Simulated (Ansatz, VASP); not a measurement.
## Two plane-wave programs on WSe2

```
W Se
1.0
     3.41379    0.00000    0.00000
    -1.70690    2.95643    0.00000
     0.00000    0.00000   16.90856
W Se
1 2
Cartesian
  0.0000 0.0000 0.0000
  0.0000 1.9710 1.6858
  0.0000 1.9710 15.2227
```

Change from the starting cell: strain +0.030 along x and y, +0.015 along z, atoms carried along.

Alike in both runs: task single point; functional r2SCAN; k mesh 12 × 12 × 2; occupations gaussian, width 0.05 eV; no spin polarisation.

|  | VASP | Ansatz |
| --- | --- | --- |
| version | VASP 6.6.1 | Ansatz 0.2.0 |
| potentials or method | VASP PAW PBE potentials, release 64 (W_sv, Se), cutoff 520 eV | scalar-relativistic, plane waves, PAW |
| valence electrons in the cell | 26 | 46 |

```tsv
	VASP	Ansatz	Ansatz less VASP
gap on the k mesh at the Fermi level (eV)	1.40	1.40	0.000
least direct gap on the mesh (eV)	1.40	1.40	0.000
rms of the force components (eV/Å)	0.444	0.458	+0.0144
```

VASP's potentials were made for PBE, not for r2SCAN. Atom by atom the forces differ by 0.014 eV/Å (rms over components). With one functional, cell and mesh, what is left measures potentials, basis and numerics. VASP's potentials hold 26 valence electrons a cell and Ansatz's 46, so a difference there can come from the potentials and not from the codes.

Spin-orbit coupling is off throughout.
